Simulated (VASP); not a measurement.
Runs of VASP 6.6.1 on WC (Qusongite). It takes space group P-6m2 (No. 187, hexagonal). The conventional cell has a = 2.907 Å, b = 2.907 Å, c = 2.837 Å, α = 90.00°, β = 90.00°, γ = 120.00°. W (site symmetry -6m2) has 6 C at 2.20 Å and 2 W at 2.84 Å within 2.9 Å. C (site symmetry -6m2) has 6 W at 2.20 Å and 2 C at 2.84 Å within 2.9 Å. 

```tsv
task	level	k mesh	smearing	gap on the mesh (eV)	pressure (GPa)	moment (μB)
electric field gradients	PBE	13 × 13 × 12	fermi-dirac 0.05 eV	none	6.7	0.00
electric field gradients	PBE	11 × 11 × 10	fermi-dirac 0.02 eV	none	6.8	0.00
single point	PBE	13 × 13 × 12	fermi-dirac 0.05 eV	none	6.7	0.00
electric field gradients	r2SCAN	13 × 13 × 12	fermi-dirac 0.05 eV	none	(a)	0.00
```

Alike in all rows: potentials or basis VASP PAW PBE potentials, release 64 (W_sv, C); spin collinear, ferromagnetic start; cell as given; cutoff (eV) 520.

Estimate the missing entries.

(a) 3.4.

Caveats: spin-orbit coupling is left out, which moves the levels of the heavy elements; the PAW data sets were made with another functional, which shifts forces and pressure a little (some runs).

A k mesh can miss the band edges, and the runs leave out spin-orbit coupling on W.

A gap of «none» marks levels without a gap at the run's occupations.
